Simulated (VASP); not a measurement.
Wanted: the native input for a VASP 6.6.1 run.

```
Task                   : single point
Functional             : PBEsol
Potentials or basis    : VASP PAW PBE potentials, release 64 (Mg, O)
Cutoff                 : 520 eV
k mesh                 : 12 × 12 × 10
Occupations            : gaussian, width 0.02 eV
Spin                   : no spin polarisation
Dipole correction      : no
Further INCAR settings : ALGO = Normal; EDIFF = 1e-06; NBANDS = 11
```

The structure of MgO lies in POSCAR:

```
MgO
1.0
    3.1079854127      0.0000000000      0.0000000000
   -1.5539927063      2.6915943220      0.0000000000
    0.0000000000      0.0000000000      2.7543090880
Mg O
1 1
Direct
    0.0000000000      0.0000000000     -0.0373178887
    0.3333333300      0.6666666700      0.5373178887
```

This cell differs from its parent crystal: strained and its atoms moved.

One way to write it, as run:

INCAR

```
SYSTEM = MgO
  ALGO = Normal
  EDIFF = 1E-6
  ENCUT = 520
  GGA = PS
  ISIF = 2
  ISMEAR = 0
  LASPH = .True.
  LCHARG = .False.
  LREAL = .False.
  LWAVE = .False.
  NBANDS = 11
  NELM = 60
  PREC = Accurate
  SIGMA = 0.02
```

KPOINTS

```
k-points
0
Gamma
  12 12 10
  0 0 0
```

Potentials or basis: VASP PAW PBE potentials, release 64 (Mg, O).

Run with:

```console
$ cat potpaw_PBE.64/Mg/POTCAR potpaw_PBE.64/O/POTCAR > POTCAR
$ mpirun -np 1 vasp_std > vasp.out
```

Results of the run:

* Pressure: -15.2 GPa
* Largest force: 0.212 eV/Å
* Band gap on the k mesh: 1.80 eV, indirect (least direct gap 2.16 eV)

Caveat: the cell differs from its parent crystal (strained and its atoms moved); the PAW data sets were made with another functional, which shifts forces and pressure a little.

It took 21 s on 1 thread of Intel(R) Xeon(R) Platinum 8488C (Sapphire Rapids), on a shared host, peak memory 0.16 GiB.
